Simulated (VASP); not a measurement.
# Mg (I4/mmm) in VASP: notebook

Mg is run at these levels: PBEsol+D3(BJ); tasks: single point.

All numbers are computed with VASP 6.6.1; they aren't measurements. Logs are shortened: lines on timing, memory, paths and dates and some standing lists are left out, and cuts for length are marked.

**1. The cell of the first run**

It takes space group I4/mmm (No. 139, tetragonal). The conventional cell has a = 3.876 Å, b = 3.876 Å, c = 3.014 Å, α = 90.00°, β = 90.00°, γ = 90.00°. Mg (site symmetry 4/mmm) has 14 Mg at 3.01 to 3.88 Å within 4.0 Å.

**2. Single point, PBEsol+D3(BJ)**

File INCAR:

```
PREC = Accurate
ENCUT = 600
EDIFF = 1E-6
ISMEAR = 1
SIGMA = 0.1
LREAL = False
LASPH = True
NELM = 120
ALGO = Normal
ISIF = 2
LWAVE = False
LCHARG = False
GGA = PS
IVDW = 12
NBANDS = 7
GGA_COMPAT = False
```

File KPOINTS:

```
regular mesh
0
Gamma
  13 13 13
```

File POSCAR:

```
Mg
1.0
   -1.9381965191      1.9381965191      1.5069579491
    1.9381965191     -1.9381965191      1.5069579491
    1.9381965191      1.9381965191     -1.5069579491
Mg
1
Direct
    0.0000000000      0.0000000000      0.0000000000
```

Potentials or basis: VASP PAW PBE potentials, release 64 (Mg).

Launch:

```console
> cat potpaw_PBE.64/Mg/POTCAR > POTCAR
> mpirun -np 1 vasp_std > vasp.out
```

OUTCAR:

```text
PREC = Accurate
   ENCUT = 600
   EDIFF = 1E-6
   ISMEAR = 1
   LREAL = False
   LASPH = True
   NELM = 120
   ISIF = 2
   GGA = PS
   IVDW = 12
 IVDW          = 12

 ion  position               nearest neighbor table
   1  0.000  0.000  0.000-

  LATTYP: Found a body centered tetragonal cell.
 ALAT       =     3.8763930382
 C/A-ratio  =     0.7775052397

  Lattice vectors:

 A1 = (  -1.9381965191,   1.9381965191,   1.5069579491)
 A2 = (   1.9381965191,  -1.9381965191,   1.5069579491)
 A3 = (   1.9381965191,   1.9381965191,  -1.5069579491)

Analysis of symmetry for initial positions (statically):
=====================================================================
 Subroutine PRICEL returns:
 Original cell was already a primitive cell.

 Routine SETGRP: Setting up the symmetry group for a
 body centered tetragonal supercell.

 Subroutine GETGRP returns: Found 16 space group operations
 (whereof 16 operations were pure point group operations)
 out of a pool of 16 trial point group operations.

The static configuration has the point symmetry D_4h.

Analysis of symmetry for dynamics (positions and initial velocities):
=====================================================================
 Subroutine PRICEL returns:
 Original cell was already a primitive cell.

 Routine SETGRP: Setting up the symmetry group for a
 body centered tetragonal supercell.

 Subroutine GETGRP returns: Found 16 space group operations
 (whereof 16 operations were pure point group operations)
 out of a pool of 16 trial point group operations.

The dynamic configuration has the point symmetry D_4h.

 Subroutine INISYM returns: Found 16 space group operations
 (whereof 16 operations are pure point group operations),
 and found     1 'primitive' translations

----------------------------------------------------------------------------------------

                                     Primitive cell

  volume of cell :      22.6442

  direct lattice vectors                    reciprocal lattice vectors
    -1.938196519  1.938196519  1.506957949     0.000000000  0.257971777  0.331794262
     1.938196519 -1.938196519  1.506957949     0.257971777  0.000000000  0.331794262
     1.938196519  1.938196519 -1.506957949     0.257971777  0.257971777  0.000000000

  length of vectors
     3.127959999  3.127959999  3.127959999     0.420281893  0.420281893  0.364827186

  position of ions in fractional coordinates (direct lattice)
     0.000000000  0.000000000  0.000000000

  ion indices of the primitive-cell ions
   primitive index   ion index
                 1           1

----------------------------------------------------------------------------------------

 KPOINTS: regular mesh

Automatic generation of k-mesh.
 Grid dimensions read from file:
 generate k-points for:   13   13   13

 Generating k-lattice:

  Cartesian coordinates                     Fractional coordinates (reciprocal lattice)
     0.000000000  0.019843983  0.025522636     0.076923077  0.000000000  0.000000000
     0.019843983  0.000000000  0.025522636     0.000000000  0.076923077  0.000000000
     0.019843983  0.019843983  0.000000000     0.000000000  0.000000000  0.076923077

  Length of vectors
     0.032329376  0.032329376  0.028063630

  Shift w.r.t. Gamma in fractional coordinates (k-lattice)
     0.000000000  0.000000000  0.000000000

 Subroutine IBZKPT returns following result:
 ===========================================

 Found    196 irreducible k-points:

 Following reciprocal coordinates:
            Coordinates               Weight
  0.000000  0.000000  0.000000      1.000000
  0.076923 -0.000000  0.000000      8.000000
  0.153846  0.000000  0.000000      8.000000
  0.230769  0.000000 -0.000000      8.000000
  0.307692  0.000000  0.000000      8.000000
  0.384615  0.000000 -0.000000      8.000000
[... 16 lines left out ...]
  0.384615  0.153846 -0.000000     16.000000
  0.461538  0.153846  0.000000     16.000000
 [... further k-points ...]
   k-points           NKPTS =    196   k-points in BZ     NKDIM =    196   number of bands    NBANDS=      7
   number of dos      NEDOS =    301   number of ions     NIONS =      1
   total plane-waves  NPLWV =  21952
   dimension x,y,z NGX =    28 NGY =   28 NGZ =   28
   dimension x,y,z NGXF=    56 NGYF=   56 NGZF=   56
   ions per type =               1
   NGX,Y,Z   is equivalent  to a cutoff of  14.88, 14.88, 14.88 a.u.
   NGXF,Y,Z  is equivalent  to a cutoff of  29.76, 29.76, 29.76 a.u.
 SYSTEM =  unknown system
   PREC   = accura    normal or accurate (medium, high low for compatibility)
   ISTART =      0    job   : 0-new  1-cont  2-samecut
   ICHARG =      2    charge: 1-file 2-atom 10-const
   ISPIN  =      1    spin polarized calculation?
   LNONCOLLINEAR =      F non collinear calculations
   LSORBIT =      F    spin-orbit coupling
   LASPH  =      T    aspherical Exc in radial PAW
   ENCUT  =  600.0 eV  44.10 Ry    6.64 a.u.   6.25  6.25  6.25*2*pi/ulx,y,z
   NELM   =    120;   NELMIN=  2; NELMDL= -5     # of ELM steps
   EDIFF  = 0.1E-05   stopping-criterion for ELM
   LREAL  =      F    real-space projection
[... 7 lines left out ...]
   TEBEG  =    0.0;   TEEND  =   0.0 temperature during run
   PSTRESS=    0.0 pullay stress
   NELECT =       2.0000    total number of electrons
   NUPDOWN=      -1.0000    fix difference up-down
   EMIN   =  10.00;   EMAX   =-10.00  energy-range for DOS
   EFERMI =   0.00;   METHOD = LEGACY
   ISMEAR =     1;   SIGMA  =   0.10  broadening in eV -4-tet -1-fermi 0-gaus
   EFERMI_NEDOS =   21; number of points for ismear=-14 and -15
   IALGO  =     38    algorithm
   IMIX   =      4    mixing-type and parameters
     AMIX     =   0.40;   BMIX     =  1.00
     AMIX_MAG =   1.60;   BMIX_MAG =  1.00
  volume/ion in A,a.u.               =      22.64       152.81
  Fermi-wavevector in a.u.,A,eV,Ry     =   0.729064  1.377732  7.231972  0.531535
  Thomas-Fermi vector in A             =   1.820694
   LORBIT       =      0    0 simple, 1 ext, 2 COOP (PROOUT), +10 PAW based schemes
   GGA     = PS    functional components
   LHFCALC =     F    Hartree Fock is set to
   AEXX    =    0.0000 exact exchange contribution
   IVDW    =    12    specifies the selected vdW correction
   LEPSILON=     F    determine dielectric tensor
   LRPA    =     F    only Hartree local field effects (RPA)
 non-spin polarized calculation
 Methfessel and Paxton  Order N= 1 SIGMA  =   0.10
  energy-cutoff  :      600.00
  volume of cell :       22.64
 maximum number of plane-waves:       769
 NGX is ok and might be reduce to    28
   NGX = 13   NGY = 13   NGZ = 13

 number of electron       2.0000000 magnetization

 Free energy of the ion-electron system (eV)
  ---------------------------------------------------
  ext. energy  EPLUGINS =         0.00000000
  ---------------------------------------------------
  free energy    TOTEN  =        -1.66379656 eV

  energy without entropy =       -1.66350704  energy(sigma->0) =       -1.66370005

 E-fermi :   2.7152     XC(G=0):  -8.5713

 val. band max:        2.6966837359   @ k =  -0.3846  -0.4615   0.1538
 cond. band min:       2.7426581013   @ k =  -0.2308  -0.4615   0.2308
 fundamental gap:      0.0459743654
 Fermi energy:         2.7151658816

 k-point     1 :       0.0000    0.0000    0.0000
  band No.  band energies     occupation
      1      -4.3299      2.00000
      2      12.7434      0.00000
      3      14.8163      0.00000
      4      14.8163      0.00000
      5      15.1120      0.00000
      6      18.3897      0.00000
      7      18.3897      0.00000

 k-point     2 :       0.0769   -0.0000    0.0000
  band No.  band energies     occupation
      1      -4.1723      2.00000
      2      12.1902      0.00000
      3      13.7644      0.00000
      4      15.6488      0.00000
      5      15.9747      0.00000
      6      16.8882      0.00000
      7      17.2237      0.00000

 k-point     3 :       0.1538    0.0000    0.0000
  band No.  band energies     occupation
      1      -3.7012      2.00000
      2      11.3802      0.00000
      3      12.4638      0.00000
      4      14.0692      0.00000
      5      15.5165      0.00000
      6      16.8975      0.00000
      7      17.2943      0.00000

 k-point     4 :       0.2308    0.0000   -0.0000
  band No.  band energies     occupation
      1      -2.9215      2.00000
      2      10.3003      0.00000
      3      10.7460      0.00000
      4      12.6817      0.00000
      5      13.9942      0.00000
      6      16.1156      0.00000
      7      19.0050      0.00000

 k-point     5 :       0.3077    0.0000    0.0000
  band No.  band energies     occupation
      1      -1.8417      2.00000
      2       7.7640      0.00000
      3      10.3487      0.00000
      4      12.0787      0.00000
      5      12.7454      0.00000
      6      15.0829      0.00000
      7      19.3512      0.00000
[... 161 lines left out ...]
 k-point    22 :       0.3077    0.1538   -0.0000
  band No.  band energies     occupation
      1       0.2623      2.00000
      2       5.1726      0.00000
      3       7.9108      0.00000
      4      10.6064      0.00000
      5      13.8415      0.00000
      6      15.9139      0.00000
      7      17.5429      0.00000

 k-point    23 :       0.3846    0.1538   -0.0000
  band No.  band energies     occupation
      1       1.8401      2.00000
      2       3.1921     -0.00000
      3       7.2909      0.00000
      4      10.7981      0.00000
      5      13.2527      0.00000
      6      16.2788      0.00000
      7      18.1636      0.00000

 k-point    24 :       0.4615    0.1538    0.0000
  band No.  band energies     occupation
      1       1.0819      2.00000
      2       4.0423     -0.00000
      3       6.9707      0.00000
      4      11.2703      0.00000
      5      12.9352      0.00000
      6      16.8583      0.00000
      7      19.0654      0.00000

 [... further k-points ...]

------------------------ aborting loop because EDIFF is reached ----------------------------------------

 Edisp (eV)   -0.26519

 E8    (eV) :    -0.1758

  FORCE on cell =-STRESS in cart. coord.  units (eV):
  Direction    XX          YY          ZZ          XY          YZ          ZX
  --------------------------------------------------------------------------------------
  -------------------------------------------------------------------------------------
  Total      -0.42496    -0.42496     0.38751     0.00000     0.00000     0.00000
  in kB     -30.06807   -30.06807    27.41829     0.00000     0.00000     0.00000
  external pressure =      -10.91 kB  Pullay stress =        0.00 kB

 VOLUME and BASIS-vectors are now :
 -----------------------------------------------------------------------------
  energy-cutoff  :      600.00
  volume of cell :       22.64
      direct lattice vectors                 reciprocal lattice vectors
    -1.938196519  1.938196519  1.506957949     0.000000000  0.257971777  0.331794262
     1.938196519 -1.938196519  1.506957949     0.257971777  0.000000000  0.331794262
     1.938196519  1.938196519 -1.506957949     0.257971777  0.257971777  0.000000000

 POSITION                                       TOTAL-FORCE (eV/Angst)
 -----------------------------------------------------------------------------------
      0.00000      0.00000      0.00000         0.000000      0.000000      0.000000
 -----------------------------------------------------------------------------------
    total drift:                               -0.000000      0.000000      0.000000

  FREE ENERGIE OF THE ION-ELECTRON SYSTEM (eV)
  ---------------------------------------------------
  free  energy   TOTEN  =        -1.9289861422 eV

  energy  without entropy=       -1.9286966171  energy(sigma->0) =       -1.92888963
```

Wall time 31 s (1 thread of Intel Xeon Platinum 8259CL at 2.50GHz (Skylake/Cascade Lake), shared host); peak memory 0.18 GiB.

Results:

- Free energy: -1.9290 eV
- Pressure: -1.1 GPa
- Band gap on the k mesh: zero (bands 1 and 2 overlap by 4.13 eV)
- Dispersion energy per atom: -0.265 eV

Stress tensor (GPa, compression positive):
```
-3.01  0.00  0.00
 0.00 -3.01  0.00
 0.00  0.00  2.74
```

Caveat: the stress differs along the axes, from -3 to 3 GPa; the PAW data sets were made with another functional, which shifts forces and pressure a little.

**3. Single point, PBEsol+D3(BJ)**

File INCAR:

```
PREC = Accurate ; ENCUT = 600
EDIFF = 1E-6 ; ISMEAR = 1
SIGMA = 0.1 ; LREAL = F
LASPH = T ; NELM = 120
ALGO = Normal ; ISIF = 2
LWAVE = F ; LCHARG = T
GGA = PS ; IVDW = 12
LELF = T ; LVHAR = T
NBANDS = 7 ; GGA_COMPAT = F
```

KPOINTS is that of step 2.

File POSCAR:

```
Mg
1.0
   -1.9105042022      1.9105042022      1.5509605730
    1.9105042022     -1.9105042022      1.5509605730
    1.9105042022      1.9105042022     -1.5509605730
Mg
1
Direct
    0.0000000000      0.0000000000      0.0000000000
```

Potentials or basis: VASP PAW PBE potentials, release 64 (Mg).

Launch:

```console
> cat potpaw_PBE.64/Mg/POTCAR > POTCAR
> mpirun -np 1 vasp_std > vasp.out
```

Run time: 26 s. Hardware: 1 thread of Intel Xeon Platinum 8259CL at 2.50GHz (Skylake/Cascade Lake), shared host; peak memory 0.19 GiB.

It converged, with:

* Free energy: -1.9467 eV
* Pressure: -1.5 GPa
* Band gap on the k mesh: zero (bands 1 and 2 overlap by 4.22 eV)
* Dispersion energy per atom: -0.265 eV

Stress tensor (GPa, compression positive):
```
-2.40  0.00  0.00
 0.00 -2.40  0.00
 0.00  0.00  0.24
```

Levels at points of the mesh, in eV from the Fermi level:
```tsv
k point	band 1	band 2	band 3	band 4	band 5	band 6
(0.00, 0.00, 0.00)	-7.12	10.42	12.60	12.60	12.75	15.00
```

Caveat: the PAW data sets were made with another functional, which shifts forces and pressure a little.

**4. Single point, PBEsol+D3(BJ)**

File INCAR:

```
PREC     = Accurate       # precision mode
ENCUT    = 600            # plane-wave cutoff, eV
EDIFF    = 1E-6           # SCF threshold, eV
ISMEAR   = 1              # smearing method
SIGMA    = 0.1            # smearing width, eV
LREAL    = F              # projectors in reciprocal space
LASPH    = T              # aspherical terms in the spheres
NELM     = 120            # most SCF steps
ALGO     = Normal         # electronic algorithm
ISIF     = 2              # what is computed and relaxed
LWAVE    = F              # write WAVECAR
LCHARG   = T              # write CHGCAR
GGA      = PS             # functional
IVDW     = 12             # dispersion correction
LELF     = T              # ELF
LVHAR    = T            
NBANDS   = 7              # bands
GGA_COMPAT= F
```

KPOINTS is that of step 3.

File POSCAR:

```
Mg
1.0
   -1.8843296143      1.8843296143      1.5943475733
    1.8843296143     -1.8843296143      1.5943475733
    1.8843296143      1.8843296143     -1.5943475733
Mg
1
Direct
    0.0000000000      0.0000000000      0.0000000000
```

Potentials or basis: VASP PAW PBE potentials, release 64 (Mg).

Launch:

```console
> cat potpaw_PBE.64/Mg/POTCAR > POTCAR
> mpirun -np 1 vasp_std > vasp.out
```

OUTCAR:

```text
PREC = Accurate
   ENCUT = 600
   EDIFF = 1E-6
   ISMEAR = 1
   LREAL = F
   LASPH = T
   NELM = 120
   ISIF = 2
   GGA = PS
   IVDW = 12
 IVDW          = 12

 ion  position               nearest neighbor table
   1  0.000  0.000  0.000-

  LATTYP: Found a body centered tetragonal cell.
 ALAT       =     3.7686592286
 C/A-ratio  =     0.8461086432

  Lattice vectors:

 A1 = (  -1.8843296143,   1.8843296143,   1.5943475733)
 A2 = (   1.8843296143,  -1.8843296143,   1.5943475733)
 A3 = (   1.8843296143,   1.8843296143,  -1.5943475733)

Analysis of symmetry for initial positions (statically):
=====================================================================
 Subroutine PRICEL returns:
 Original cell was already a primitive cell.

 Routine SETGRP: Setting up the symmetry group for a
 body centered tetragonal supercell.

 Subroutine GETGRP returns: Found 16 space group operations
 (whereof 16 operations were pure point group operations)
 out of a pool of 16 trial point group operations.

The static configuration has the point symmetry D_4h.

Analysis of symmetry for dynamics (positions and initial velocities):
[... 160 lines left out ...]
 val. band max:        2.7493492219   @ k =   0.3077   0.3077  -0.0000
 cond. band min:       2.7599876951   @ k =   0.3077   0.3077   0.1538
 fundamental gap:      0.0106384732
 Fermi energy:         2.7596994177

 k-point     1 :       0.0000    0.0000    0.0000
  band No.  band energies     occupation
      1      -4.3247      2.00000
      2      13.6906      0.00000
      3      15.9673      0.00000
      4      15.9673      0.00000
      5      15.9836      0.00000
      6      17.2910      0.00000
      7      17.2910      0.00000
[... 221 lines left out ...]
 k-point    24 :       0.4615    0.1538   -0.0000
  band No.  band energies     occupation
      1       1.0180      2.00000
      2       3.5753     -0.00000
      3       7.2170      0.00000
      4      11.2242      0.00000
      5      13.4845      0.00000
      6      17.1915      0.00000
      7      19.7705      0.00000

 [... further k-points ...]

------------------------ aborting loop because EDIFF is reached ----------------------------------------

 Edisp (eV)   -0.26503

 E8    (eV) :    -0.1757

  FORCE on cell =-STRESS in cart. coord.  units (eV):
  Direction    XX          YY          ZZ          XY          YZ          ZX
  --------------------------------------------------------------------------------------
  -------------------------------------------------------------------------------------
  Total      -0.32732    -0.32732    -0.12110     0.00000     0.00000     0.00000
  in kB     -23.15942   -23.15942    -8.56853     0.00000     0.00000     0.00000
  external pressure =      -18.30 kB  Pullay stress =        0.00 kB

 VOLUME and BASIS-vectors are now :
 -----------------------------------------------------------------------------
  energy-cutoff  :      600.00
  volume of cell :       22.64
      direct lattice vectors                 reciprocal lattice vectors
    -1.884329614  1.884329614  1.594347573     0.000000000  0.265346358  0.313607904
     1.884329614 -1.884329614  1.594347573     0.265346358  0.000000000  0.313607904
     1.884329614  1.884329614 -1.594347573     0.265346358  0.265346358  0.000000000

 POSITION                                       TOTAL-FORCE (eV/Angst)
 -----------------------------------------------------------------------------------
      0.00000      0.00000      0.00000         0.000000      0.000000      0.000000
 -----------------------------------------------------------------------------------
    total drift:                               -0.000000     -0.000000     -0.000000

  FREE ENERGIE OF THE ION-ELECTRON SYSTEM (eV)
  ---------------------------------------------------
  free  energy   TOTEN  =        -1.9541071397 eV

  energy  without entropy=       -1.9542336577  energy(sigma->0) =       -1.95414931
```

It took 26 s on 1 thread of Intel Xeon Platinum 8259CL at 2.50GHz (Skylake/Cascade Lake), shared host; peak memory 0.19 GiB.

Results:

| Quantity | Value |
| --- | --- |
| Free energy | -1.9541 eV |
| Pressure | -1.8 GPa |
| Band gap on the k mesh | zero (bands 1 and 2 overlap by 4.31 eV) |
| Dispersion energy per atom | -0.265 eV |

Caveat: the PAW data sets were made with another functional, which shifts forces and pressure a little.

**5. The runs side by side**

```tsv
cell	gap on the mesh (eV)	pressure (GPa)
a = 3.128 Å, angles 103.4, 103.4, 122.4°, 1 atom	none	-1.1
a = 3.115 Å, angles 104.4, 104.4, 120.3°, 1 atom	none	-1.5
a = 3.105 Å, angles 105.3, 105.3, 118.2°, 1 atom	none	-1.8
```

Alike in all rows: task single point; level PBEsol+D3(BJ); potentials or basis VASP PAW PBE potentials, release 64 (Mg); no spin polarisation; k mesh 13 × 13 × 13; cutoff (eV) 600; smearing methfessel-paxton 0.1 eV.

Caveats: the PAW data sets were made with another functional, which shifts forces and pressure a little; the stress differs along the axes, from -3 to 3 GPa (at least some runs).

Total energies depend on the potentials used, so only differences within one code and one set of settings carry meaning.

The gap in the log of VASP goes by the Fermi energy; the results here count the filled bands.